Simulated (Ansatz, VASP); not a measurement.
# One calculation of Al, two programs

```
Al
1.0
     0.00000    1.87966    1.87966
     1.87966    0.00000    1.87966
     1.87966    1.87966    0.00000
Al
1
Direct
  0.00000 0.00000 0.00000
```

Alike in both runs: functional PBE-based screened hybrid; k mesh 9 × 9 × 9; occupations methfessel-paxton of order 1, width 0.05 eV; no spin polarisation.

|  | VASP | Ansatz |
| --- | --- | --- |
| version | VASP 6.6.1 | Ansatz 0.2.0 |
| potentials or method | VASP PAW PBE potentials, release 64 (Al) | SG15 NC |
| plane-wave cutoff (eV) | 520 | 816 |
| valence electrons in the cell | 3 | 11 |
| task | single point | band structure |

|  | VASP | Ansatz | Ansatz less VASP |
| --- | --- | --- | --- |
| gap on the k mesh at the Fermi level (eV) | none | none | - |
| pressure (GPa) | 26.6 | 27.9 | +1.29 |

VASP's potentials were made for PBE, not for PBE-based screened hybrid. A gap of «none» marks a metal or a gap that the smearing closes. VASP's potentials hold 3 valence electrons a cell and Ansatz's 11, so a difference there can come from the potentials and not from the codes.

Noted on Ansatz's run: Pulay correction over one GPa.
